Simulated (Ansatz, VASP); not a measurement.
# ZnSe in VASP and in Ansatz

```xyz
2
Lattice="0.0000 2.8338 2.8338 2.8338 0.0000 2.8338 2.8338 2.8338 0.0000" Properties=species:S:1:pos:R:3 pbc="T T T"
Se    4.2507    4.2507    4.2507
Zn    0.0000    0.0000    0.0000
```

Alike in both runs: functional r2SCAN0; k mesh 4 × 4 × 4; occupations fermi-dirac, width 0.05 eV; no spin polarisation.

```csv
,VASP,Ansatz
version,VASP 6.6.1,Ansatz 0.2.0
potentials or method,"VASP PAW PBE potentials, release 64 (Se, Zn)",Ansatz PAW
plane-wave cutoff (eV),520,500
valence electrons in the cell,18,28
task,single point,band structure
```

Ansatz gave:

- gap on the k mesh at the Fermi level (eV): 3.45
- least direct gap on the mesh (eV): 3.45
- pressure (GPa): 0.1

Task: Which values does VASP return?

Result: gap on the k mesh at the Fermi level (eV): 3.49; least direct gap on the mesh (eV): 3.49; pressure (GPa): -0.1.

VASP's potentials were made for PBE, not for r2SCAN0. VASP's potentials hold 18 valence electrons a cell and Ansatz's 28, so a difference there can come from the potentials and not from the codes.

The k mesh is coarse, so the values compare programs but aren't converged.
